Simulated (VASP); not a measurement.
# TaRu (Pm-3m) in VASP: a series of runs

TaRu is run at these levels: LDA; tasks: electric field gradients.

All numbers are computed with VASP 6.6.1; they aren't measurements. Logs are shortened: lines on timing, memory, paths and dates and some standing lists are left out, and cuts for length are marked.

## 1. The cell of the first run

It takes space group Pm-3m (No. 221, cubic). The conventional cell has a = 3.069 Å, b = 3.069 Å, c = 3.069 Å, α = 90.00°, β = 90.00°, γ = 90.00°. Within 3.5 Å of Ta (site symmetry m-3m) lie 8 Ru at 2.66 Å and 6 Ta at 3.07 Å. Within 3.5 Å of Ru (site symmetry m-3m) lie 8 Ta at 2.66 Å and 6 Ru at 3.07 Å.

## 2. Electric field gradients, LDA (volume scaled by 0.9)

The input, INCAR:

```
SYSTEM = TaRu
ALGO     = Normal         ! electronic algorithm
EDIFF    = 1E-8           ! SCF threshold, eV
ENCUT    = 520            ! plane-wave cutoff, eV
GGA      = CA             ! functional
ISIF     = 2              ! what is computed and relaxed
ISMEAR   = -1             ! smearing method
LASPH    = .TRUE.         ! aspherical terms in the spheres
LCHARG   = .FALSE.        ! write CHGCAR
LEFG     = .TRUE.       
LREAL    = .FALSE.        ! projectors in reciprocal space
LWAVE    = .FALSE.        ! write WAVECAR
NBANDS   = 20             ! bands
NELM     = 100            ! most SCF steps
PREC     = Accurate       ! precision mode
SIGMA    = 0.05           ! smearing width, eV
```

The input, KPOINTS:

```
k-points
0
G
  11 11 11
  0 0 0
```

The input, POSCAR:

```
TaRu
1.0
    3.0691382063      0.0000000000      0.0000000000
    0.0000000000      3.0691382063      0.0000000000
    0.0000000000      0.0000000000      3.0691382063
Ta Ru
1 1
Direct
    0.5000000000      0.5000000000      0.5000000000
    0.0000000000      0.0000000000      0.0000000000
```

Potentials or basis: VASP PAW LDA potentials, release 64 (Ta_pv, Ru_pv).

Started as:

```bash
cat potpaw_LDA.64/Ta_pv/POTCAR potpaw_LDA.64/Ru_pv/POTCAR > POTCAR
mpirun -np 1 vasp_std > vasp.out
```

OUTCAR:

```text
SYSTEM = TaRu
   EDIFF = 1E-8
   ENCUT = 520
   GGA = CA
   ISIF = 2
   ISMEAR = -1
   LASPH = .TRUE.
   LREAL = .FALSE.
   NELM = 100
   PREC = Accurate

 ion  position               nearest neighbor table
   1  0.500  0.500  0.500-   2 2.66   2 2.66   2 2.66   2 2.66   2 2.66   2 2.66   2 2.66   2 2.66

   2  0.000  0.000  0.000-   1 2.66   1 2.66   1 2.66   1 2.66   1 2.66   1 2.66   1 2.66   1 2.66

  LATTYP: Found a simple cubic cell.
 ALAT       =     3.0691382063

  Lattice vectors:

 A1 = (   3.0691382063,   0.0000000000,   0.0000000000)
 A2 = (   0.0000000000,   3.0691382063,   0.0000000000)
 A3 = (   0.0000000000,   0.0000000000,   3.0691382063)

Analysis of symmetry for initial positions (statically):
=====================================================================
 Subroutine PRICEL returns:
 Original cell was already a primitive cell.

 Routine SETGRP: Setting up the symmetry group for a
 simple cubic supercell.

 Subroutine GETGRP returns: Found 48 space group operations
 (whereof 48 operations were pure point group operations)
 out of a pool of 48 trial point group operations.

The static configuration has the point symmetry O_h .

Analysis of symmetry for dynamics (positions and initial velocities):
=====================================================================
 Subroutine PRICEL returns:
 Original cell was already a primitive cell.

 Routine SETGRP: Setting up the symmetry group for a
 simple cubic supercell.

 Subroutine GETGRP returns: Found 48 space group operations
 (whereof 48 operations were pure point group operations)
 out of a pool of 48 trial point group operations.

The dynamic configuration has the point symmetry O_h .

 Subroutine INISYM returns: Found 48 space group operations
 (whereof 48 operations are pure point group operations),
 and found     1 'primitive' translations

----------------------------------------------------------------------------------------

                                     Primitive cell

  volume of cell :      28.9101

  direct lattice vectors                    reciprocal lattice vectors
     3.069138206  0.000000000  0.000000000     0.325824363  0.000000000  0.000000000
     0.000000000  3.069138206  0.000000000     0.000000000  0.325824363  0.000000000
     0.000000000  0.000000000  3.069138206     0.000000000  0.000000000  0.325824363

[... 114 lines left out ...]
 non-spin polarized calculation
  energy-cutoff  :      520.00
  volume of cell :       28.91
 maximum number of plane-waves:       792
 NGX is ok and might be reduce to    24
   NGX = 11   NGY = 11   NGZ = 11

 number of electron      25.0000011 magnetization

 Free energy of the ion-electron system (eV)
  ---------------------------------------------------
  ext. energy  EPLUGINS =         0.00000000
  ---------------------------------------------------
  free energy    TOTEN  =       -23.94000316 eV

  energy without entropy =      -23.91799899  energy(sigma->0) =      -23.92900107

 E-fermi :  10.7328     XC(G=0): -13.9857

 val. band max:       10.6953645732   @ k =   0.4545   0.3636   0.3636
 cond. band min:      10.7438920131   @ k =   0.3636   0.2727   0.0909
 fundamental gap:      0.0485274399
 Fermi energy:        10.7328165403

 k-point     1 :       0.0000    0.0000    0.0000
  band No.  band energies     occupation
      1     -32.4789      2.00000
      2     -32.4789      2.00000
      3     -32.4789      2.00000
      4     -23.9307      2.00000
      5     -23.9307      2.00000
      6     -23.9307      2.00000
[... 541 lines left out ...]
     19      20.5419      0.00000
     20      22.9411      0.00000

 [... further k-points ...]
[... 5 lines left out ...]
  --------------------------------------------------------------------------------------
  -------------------------------------------------------------------------------------
  Total        2.9582926      2.9582926      2.9582926      0.0000000      0.0000000     -0.0000000
  in kB      163.9465822    163.9465822    163.9465822      0.0000000      0.0000000     -0.0000000
  external PRESSURE =     163.9465822 kB  Pullay stress =       0.0000000 kB

 VOLUME and BASIS-vectors are now :
 -----------------------------------------------------------------------------
  energy-cutoff  :      520.00
  volume of cell :       28.91
      direct lattice vectors                 reciprocal lattice vectors
     3.069138206  0.000000000  0.000000000     0.325824363  0.000000000  0.000000000
     0.000000000  3.069138206  0.000000000     0.000000000  0.325824363  0.000000000
     0.000000000  0.000000000  3.069138206     0.000000000  0.000000000  0.325824363

 POSITION                                       TOTAL-FORCE (eV/Angst)
 -----------------------------------------------------------------------------------
      1.53457      1.53457      1.53457         0.000000      0.000000      0.000000
      0.00000      0.00000      0.00000         0.000000      0.000000      0.000000
 -----------------------------------------------------------------------------------
    total drift:                                0.000000      0.000000     -0.000000

  FREE ENERGIE OF THE ION-ELECTRON SYSTEM (eV)
  ---------------------------------------------------
  free  energy   TOTEN  =       -23.9400031626 eV

  energy  without entropy=      -23.9179989858  energy(sigma->0) =      -23.92900107

 Electric field gradients (V/A^2)
---------------------------------------------------------------------
 ion       V_xx      V_yy      V_zz      V_xy      V_xz      V_yz
---------------------------------------------------------------------
   1      -0.000     0.000     0.000    -0.000     0.000     0.000
   2      -0.000    -0.000    -0.000     0.000     0.000     0.000
---------------------------------------------------------------------

 Electric field gradients after diagonalization (V/A^2)
 (convention: |V_zz| > |V_xx| > |V_yy|)
----------------------------------------------------------------------
 ion       V_xx      V_yy      V_zz     asymmetry (V_yy - V_xx)/ V_zz
----------------------------------------------------------------------
   1      -0.000     0.000     0.000       0.247
   2      -0.000    -0.000    -0.000      -0.033
----------------------------------------------------------------------

           NMR quadrupolar parameters

 Cq : quadrupolar parameter    Cq=e*Q*V_zz/h
 eta: asymmetry parameters     (V_yy - V_xx)/ V_zz
 Q  : nuclear electric quadrupole moment in mb (millibarn)
----------------------------------------------------------------------
 ion       Cq(MHz)       eta       Q (mb)
----------------------------------------------------------------------
   1       0.000       0.247       1.000
   2      -0.000      -0.033       1.000
----------------------------------------------------------------------
```

OSZICAR:

```text
N       E                     dE             d eps       ncg     rms          rms(c)
DAV:   1     0.231642252401E+03    0.23164E+03   -0.13948E+04  2240   0.130E+03
DAV:   2    -0.191789908951E+02   -0.25082E+03   -0.24475E+03  2444   0.402E+02
DAV:   3    -0.250185886822E+02   -0.58396E+01   -0.57960E+01  2632   0.635E+01
DAV:   4    -0.250560656430E+02   -0.37477E-01   -0.37403E-01  2676   0.525E+00
DAV:   5    -0.250564725358E+02   -0.40689E-03   -0.40662E-03  2608   0.509E-01    0.217E+01
DAV:   6    -0.242263579136E+02    0.83011E+00   -0.19943E+00  2568   0.115E+01    0.919E+00
DAV:   7    -0.242158708628E+02    0.10487E-01   -0.25981E+00  2492   0.902E+00    0.589E+00
DAV:   8    -0.239447800353E+02    0.27109E+00   -0.13416E+00  2464   0.692E+00    0.657E-01
DAV:   9    -0.239401201918E+02    0.46598E-02   -0.14029E-02  2576   0.104E+00    0.137E-01
DAV:  10    -0.239400007466E+02    0.11945E-03   -0.36719E-04  2784   0.142E-01    0.532E-02
DAV:  11    -0.239400042951E+02   -0.35484E-05   -0.10495E-05  2568   0.252E-02    0.194E-02
DAV:  12    -0.239400031597E+02    0.11354E-05   -0.47210E-06  2608   0.149E-02    0.150E-03
DAV:  13    -0.239400031626E+02   -0.29113E-08   -0.74103E-08  2592   0.220E-03
   1 F= -.23940003E+02 E0= -.23929001E+02  d E =-.220042E-01
```

It took 12 s on 1 thread of Intel Xeon 6975P-C (Granite Rapids), shared host; peak memory 0.14 GiB.

What came out:

```yaml
Free_energy: -23.9400 eV
Pressure: 16.4 GPa
```

Levels at points of the mesh, in eV from the Fermi level:
```csv
k point,band 10,band 11,band 12,band 13,band 14,band 15
"(0.00, 0.00, 0.00)",-2.74,-2.74,-2.74,1.05,1.05,4.60
```

Caveat: the cell differs from its parent crystal (volume scaled by 0.9); without QUAD_EFG the Cq values of the log hold for a quadrupole moment of 1 mb, not for the nuclei; spin-orbit coupling is left out, which moves the levels of the heavy elements.

## 3. Electric field gradients, LDA

This run uses another cell than the first one, of 16.06 Å³/atom, 1.111 times its volume.

The input, INCAR:

```
SYSTEM = TaRu
ALGO = Normal
EDIFF = 1E-8
ENCUT = 520
ISIF = 2
ISMEAR = -1
LASPH = .True.
LCHARG = .False.
LEFG = .True.
LREAL = .False.
LWAVE = .False.
NBANDS = 20
NELM = 60
PREC = Accurate
SIGMA = 0.05
```

The input, KPOINTS:

```
k-points
0
Gamma
  11 11 11
  0 0 0
```

The input, POSCAR:

```
TaRu
1.0
    3.1788420000      0.0000000000      0.0000000000
    0.0000000000      3.1788420000      0.0000000000
    0.0000000000      0.0000000000      3.1788420000
Ta Ru
1 1
Direct
    0.5000000000      0.5000000000      0.5000000000
    0.0000000000      0.0000000000      0.0000000000
```

Potentials or basis: VASP PAW LDA potentials, release 64 (Ta_pv, Ru_pv).

Started as:

```bash
cat potpaw_LDA.64/Ta_pv/POTCAR potpaw_LDA.64/Ru_pv/POTCAR > POTCAR
mpirun -np 1 vasp_std > vasp.out
```

OUTCAR:

```text
SYSTEM = TaRu
   EDIFF = 1E-8
   ENCUT = 520
   ISIF = 2
   ISMEAR = -1
   LASPH = .True.
   LREAL = .False.
   NELM = 60
   PREC = Accurate

 ion  position               nearest neighbor table
   1  0.500  0.500  0.500-   2 2.75   2 2.75   2 2.75   2 2.75   2 2.75   2 2.75   2 2.75   2 2.75

   2  0.000  0.000  0.000-   1 2.75   1 2.75   1 2.75   1 2.75   1 2.75   1 2.75   1 2.75   1 2.75

  LATTYP: Found a simple cubic cell.
 ALAT       =     3.1788420000

  Lattice vectors:

 A1 = (   3.1788420000,   0.0000000000,   0.0000000000)
 A2 = (   0.0000000000,   3.1788420000,   0.0000000000)
 A3 = (   0.0000000000,   0.0000000000,   3.1788420000)

Analysis of symmetry for initial positions (statically):
=====================================================================
 Subroutine PRICEL returns:
 Original cell was already a primitive cell.

 Routine SETGRP: Setting up the symmetry group for a
 simple cubic supercell.

 Subroutine GETGRP returns: Found 48 space group operations
 (whereof 48 operations were pure point group operations)
 out of a pool of 48 trial point group operations.

The static configuration has the point symmetry O_h .

Analysis of symmetry for dynamics (positions and initial velocities):
=====================================================================
 Subroutine PRICEL returns:
 Original cell was already a primitive cell.

 Routine SETGRP: Setting up the symmetry group for a
 simple cubic supercell.

 Subroutine GETGRP returns: Found 48 space group operations
 (whereof 48 operations were pure point group operations)
 out of a pool of 48 trial point group operations.

The dynamic configuration has the point symmetry O_h .

 Subroutine INISYM returns: Found 48 space group operations
 (whereof 48 operations are pure point group operations),
 and found     1 'primitive' translations

----------------------------------------------------------------------------------------

                                     Primitive cell

  volume of cell :      32.1223

  direct lattice vectors                    reciprocal lattice vectors
     3.178842000  0.000000000  0.000000000     0.314579963  0.000000000  0.000000000
     0.000000000  3.178842000  0.000000000     0.000000000  0.314579963  0.000000000
     0.000000000  0.000000000  3.178842000     0.000000000  0.000000000  0.314579963

  length of vectors
     3.178842000  3.178842000  3.178842000     0.314579963  0.314579963  0.314579963

  position of ions in fractional coordinates (direct lattice)
     0.500000000  0.500000000  0.500000000
     0.000000000  0.000000000  0.000000000

  ion indices of the primitive-cell ions
   primitive index   ion index
                 1           1
                 2           2

----------------------------------------------------------------------------------------

 KPOINTS: k-points

Automatic generation of k-mesh.
 Grid dimensions read from file:
 generate k-points for:   11   11   11

[... 62 lines left out ...]
   NELM   =     60;   NELMIN=  2; NELMDL= -5     # of ELM steps
   EDIFF  = 0.1E-07   stopping-criterion for ELM
   LREAL  =      F    real-space projection
   EDIFFG = 0.1E-06   stopping-criterion for IOM
   NSW    =      0    number of steps for IOM
   IBRION =     -1    ionic relax: 0-MD 1-quasi-New 2-CG
   NFREE  =      0    steps in history (QN), initial steepest desc. (CG)
   ISIF   =      2    stress and relaxation
   ISYM   =      2    0-nonsym 1-usesym 2-fastsym
   POTIM  = 0.5000    time-step for ionic-motion
   TEBEG  =    0.0;   TEEND  =   0.0 temperature during run
   PSTRESS=    0.0 pullay stress
   NELECT =      25.0000    total number of electrons
   NUPDOWN=      -1.0000    fix difference up-down
   EMIN   =  10.00;   EMAX   =-10.00  energy-range for DOS
   EFERMI =   0.00;   METHOD = LEGACY
   ISMEAR =    -1;   SIGMA  =   0.05  broadening in eV -4-tet -1-fermi 0-gaus
   EFERMI_NEDOS =   21; number of points for ismear=-14 and -15
   IALGO  =     38    algorithm
   IMIX   =      4    mixing-type and parameters
     AMIX     =   0.40;   BMIX     =  1.00
     AMIX_MAG =   1.60;   BMIX_MAG =  1.00
  volume/ion in A,a.u.               =      16.06       108.39
  Fermi-wavevector in a.u.,A,eV,Ry     =   1.505864  2.845671 30.852950  2.267628
  Thomas-Fermi vector in A             =   2.616657
   LORBIT       =      0    0 simple, 1 ext, 2 COOP (PROOUT), +10 PAW based schemes
   GGA     = CA    functional components
   LHFCALC =     F    Hartree Fock is set to
   AEXX    =    0.0000 exact exchange contribution
   IVDW    =     0    specifies the selected vdW correction
   LEPSILON=     F    determine dielectric tensor
   LRPA    =     F    only Hartree local field effects (RPA)
 non-spin polarized calculation
  energy-cutoff  :      520.00
  volume of cell :       32.12
 maximum number of plane-waves:       885
 NGX is ok and might be reduce to    24
   NGX = 11   NGY = 11   NGZ = 11

 number of electron      24.9999991 magnetization

 Free energy of the ion-electron system (eV)
  ---------------------------------------------------
  ext. energy  EPLUGINS =         0.00000000
  ---------------------------------------------------
  free energy    TOTEN  =       -23.94042588 eV

  energy without entropy =      -23.91302017  energy(sigma->0) =      -23.92672303

 E-fermi :   9.2618     XC(G=0): -13.3939

 val. band max:        9.2539258050   @ k =   0.4545   0.0000   0.0000
 cond. band min:       9.2861846739   @ k =   0.4545   0.1818   0.0909
 fundamental gap:      0.0322588688
 Fermi energy:         9.2618059236

 k-point     1 :       0.0000    0.0000    0.0000
  band No.  band energies     occupation
      1     -33.7059      2.00000
      2     -33.7059      2.00000
      3     -33.7059      2.00000
      4     -25.5908      2.00000
      5     -25.5908      2.00000
      6     -25.5908      2.00000
[... 541 lines left out ...]
     19      19.2401      0.00000
     20      20.5226      0.00000

 [... further k-points ...]
[... 5 lines left out ...]
  --------------------------------------------------------------------------------------
  -------------------------------------------------------------------------------------
  Total       -2.7491632     -2.7491632     -2.7491632      0.0000000     -0.0000000      0.0000000
  in kB     -137.1210972   -137.1210972   -137.1210972      0.0000000     -0.0000000      0.0000000
  external PRESSURE =    -137.1210972 kB  Pullay stress =       0.0000000 kB

 VOLUME and BASIS-vectors are now :
 -----------------------------------------------------------------------------
  energy-cutoff  :      520.00
  volume of cell :       32.12
      direct lattice vectors                 reciprocal lattice vectors
     3.178842000  0.000000000  0.000000000     0.314579963  0.000000000  0.000000000
     0.000000000  3.178842000  0.000000000     0.000000000  0.314579963  0.000000000
     0.000000000  0.000000000  3.178842000     0.000000000  0.000000000  0.314579963

 POSITION                                       TOTAL-FORCE (eV/Angst)
 -----------------------------------------------------------------------------------
      1.58942      1.58942      1.58942         0.000000      0.000000      0.000000
      0.00000      0.00000      0.00000         0.000000      0.000000      0.000000
 -----------------------------------------------------------------------------------
    total drift:                                0.000000      0.000000     -0.000000

  FREE ENERGIE OF THE ION-ELECTRON SYSTEM (eV)
  ---------------------------------------------------
  free  energy   TOTEN  =       -23.9404258765 eV

  energy  without entropy=      -23.9130201739  energy(sigma->0) =      -23.92672303

 Electric field gradients (V/A^2)
---------------------------------------------------------------------
 ion       V_xx      V_yy      V_zz      V_xy      V_xz      V_yz
---------------------------------------------------------------------
   1      -0.000    -0.000     0.000    -0.000    -0.000     0.000
   2      -0.000    -0.000    -0.000    -0.000    -0.000     0.000
---------------------------------------------------------------------

 Electric field gradients after diagonalization (V/A^2)
 (convention: |V_zz| > |V_xx| > |V_yy|)
----------------------------------------------------------------------
 ion       V_xx      V_yy      V_zz     asymmetry (V_yy - V_xx)/ V_zz
----------------------------------------------------------------------
   1      -0.000    -0.000     0.000       0.042
   2      -0.000    -0.000    -0.000      -0.139
----------------------------------------------------------------------

           NMR quadrupolar parameters

 Cq : quadrupolar parameter    Cq=e*Q*V_zz/h
 eta: asymmetry parameters     (V_yy - V_xx)/ V_zz
 Q  : nuclear electric quadrupole moment in mb (millibarn)
----------------------------------------------------------------------
 ion       Cq(MHz)       eta       Q (mb)
----------------------------------------------------------------------
   1       0.000       0.042       1.000
   2      -0.000      -0.139       1.000
----------------------------------------------------------------------
```

stdout:

```text
POSCAR found type information on POSCAR TaRu
 POSCAR found :  2 types and       2 ions
 scaLAPACK will be used
 LDA part: xc-table for (Slater(with rela. corr.)+CA(PZ))
 , standard interpolation
 POSCAR, INCAR and KPOINTS ok, starting setup
 FFT: planning ... GRIDC
 FFT: planning ... GRID_SOFT
 FFT: planning ... GRID
 WAVECAR not read
 entering main loop
ion   1

ion   2
```

Wall time 8.6 s (1 thread of Intel Xeon 6975P-C (Granite Rapids), shared host); peak memory 0.15 GiB.

What came out:

| Property | Result |
| --- | --- |
| Free energy | -23.9404 eV |
| Pressure | -13.7 GPa |

Levels at points of the mesh, in eV from the Fermi level:
| k point | band 10 | band 11 | band 12 | band 13 | band 14 | band 15 |
| --- | --- | --- | --- | --- | --- | --- |
| (0.00, 0.00, 0.00) | -2.37 | -2.37 | -2.37 | 0.96 | 0.96 | 4.00 |

Caveat: without QUAD_EFG the Cq values of the log hold for a quadrupole moment of 1 mb, not for the nuclei; spin-orbit coupling is left out, which moves the levels of the heavy elements.

[end of part 1 of 2]
